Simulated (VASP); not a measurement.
Write the native input for VASP 6.6.1 that does the following.

| Item | Value |
| --- | --- |
| Task | single point |
| Functional | r2SCAN |
| Potentials or basis | VASP PAW PBE potentials, release 64 (Na_pv, I) |
| Cutoff | 520 eV |
| k mesh | 4 × 4 × 4 |
| Occupations | gaussian, width 0.01 eV |
| Spin | no spin polarisation |
| Dipole correction | no |
| Further INCAR settings | ALGO = Normal; EDIFF = 1e-06; NBANDS = 14 |

NaI:

```
Na I
1.0
     4.04054    0.00000    0.00000
     0.00000    4.04054    0.00000
     0.00000    0.00000    4.04054
Na I
1 1
Direct
  0.00000 0.00000 0.00000
  0.50000 0.50000 0.50000
```

The input as run:

POSCAR

```
NaI
1.0
    4.0405366932      0.0000000000      0.0000000000
    0.0000000000      4.0405366932      0.0000000000
    0.0000000000      0.0000000000      4.0405366932
Na I
1 1
Direct
    0.0000000000      0.0000000000      0.0000000000
    0.5000000000      0.5000000000      0.5000000000
```

INCAR.step1

```
  PREC = Accurate
  ENCUT = 520
  ISMEAR = 0
  SIGMA = 0.01
  LREAL = False
  LASPH = True
  NELM = 80
  NBANDS = 14
  GGA = PE
  ALGO = Normal
  EDIFF = 1E-4
  LWAVE = True
  LCHARG = False
```

INCAR.step2

```
  PREC = Accurate
  ENCUT = 520
  EDIFF = 1E-6
  ISMEAR = 0
  SIGMA = 0.01
  LREAL = False
  LASPH = True
  NELM = 80
  ALGO = Normal
  ISIF = 2
  LWAVE = False
  LCHARG = False
  METAGGA = R2SCAN
  LMIXTAU = True
  NBANDS = 14
  ISTART = 1
```

KPOINTS

```
regular mesh
0
Gamma
  4 4 4
```

Potentials or basis: VASP PAW PBE potentials, release 64 (Na_pv, I).

Command:

```bash
$ cat potpaw_PBE.64/Na_pv/POTCAR potpaw_PBE.64/I/POTCAR > POTCAR
$ cp INCAR.step1 INCAR
$ mpirun -np 1 vasp_std > vasp.out
$ cp INCAR.step2 INCAR
$ mpirun -np 1 vasp_std > vasp.out
```

It gave:

The pressure is 0.2 GPa. The band gap on the k mesh is 3.06 eV, indirect (least direct gap 3.35 eV).

Caveat: the PAW data sets were made with another functional, which shifts forces and pressure a little; spin-orbit coupling is left out, which moves the levels of the heavy elements.

Wall time 30 s on 1 thread of Intel(R) Xeon(R) Platinum 8488C (Sapphire Rapids), with other jobs on the host, peak memory 0.16 GiB.
